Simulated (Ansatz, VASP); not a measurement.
**One calculation of Nb, two programs**

INCAR

```
SYSTEM = Nb
ALGO = Normal
EDIFF = 1E-6
ENCUT = 520
GGA = CA
ISIF = 2
ISMEAR = -1
LASPH = .TRUE.
LCHARG = .FALSE.
LREAL = .FALSE.
LWAVE = .FALSE.
NBANDS = 20
NELM = 100
PREC = Accurate
SIGMA = 0.1
```

File KPOINTS:

```
k-points
0
G
  14 14 7
  0 0 0
```

Contents of POSCAR:

```
Nb
1.0
    2.8485111871      0.0000000000      0.0000000000
   -1.4242555936      2.4668830510      0.0000000000
    0.0000000000      0.0000000000      5.2284306195
Nb
2
Direct
    0.3333333333      0.6666666667      0.2500000000
    0.6666666667      0.3333333333      0.7500000000
```

Input for Ansatz:

```yaml
crystal:
  lattice:
    - [2.8485111871, 0.0, 0.0]
    - [-1.4242555936, 2.466883051, 0.0]
    - [0.0, 0.0, 5.2284306195]
  atoms:
    - { symbol: Nb, position: [0.3333333333, 0.6666666667, 0.25] }
    - { symbol: Nb, position: [0.6666666667, 0.3333333333, 0.75] }
hamiltonian:
  xc: lda
  pseudopotentials:
    kind: paw
    azcp:
      Nb: "pseudopotentials/Nb.paw.azcp"
basis:
  ecutwfc: 420
  fft_grid_basis: typed
kpoints:
  mp_grid: { grid: [14, 14, 7], shift: [0, 0, 0] }
magnetization:
  spin_polarized: false
scf:
  occupations: { method: fermi_dirac, width: 0.1 }
  lower_state_search: "off"
output:
  stress: true
```

Alike in both runs: task single point; functional LDA; k mesh 14 × 14 × 7; occupations fermi-dirac, width 0.1 eV; no spin polarisation.

|  | VASP | Ansatz |
| --- | --- | --- |
| version | VASP 6.6.1 | Ansatz 0.2.0 |
| potentials or method | VASP PAW LDA potentials, release 64 (Nb_sv), cutoff 520 eV | plane waves (420 eV) with PAW, scalar-relativistic |
| valence electrons in the cell | 26 | 26 |

VASP gave:

```
pressure (GPa)                                                : -6.9
traceless stress, the component that is largest in VASP (GPa) : 0.84
```

Question: What did Ansatz give for the same quantities?

Answer: Pressure (GPa): -6.7; traceless stress, the component that is largest in VASP (GPa): 0.84.

Ansatz warns that its potentials were made for another functional, while VASP's fit it. LDA's correlation is that of Perdew and Zunger in VASP and of Perdew and Wang (1992) in Ansatz.
